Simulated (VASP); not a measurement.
Yb:

```
CELL_PARAMETERS angstrom
0.00000 2.61516 2.61516
2.61516 0.00000 2.61516
2.61516 2.61516 0.00000
ATOMIC_POSITIONS crystal
Yb 0.00000 0.00000 0.00000
```

Program: VASP 6.6.1. Alike in all runs: task single point; level PBE; potentials or basis VASP PAW PBE potentials, release 64 (Yb); no spin polarisation; cell as given; k mesh 10 × 10 × 10; cutoff (eV) 520.

Order these runs on this cell by their pressure, lowest first.
A. smearing methfessel-paxton 0.1 eV
B. smearing fermi-dirac 0.1 eV
C. smearing gaussian 0.6 eV

B (-2.7 GPa), C (0.1 GPa), A (2.3 GPa).
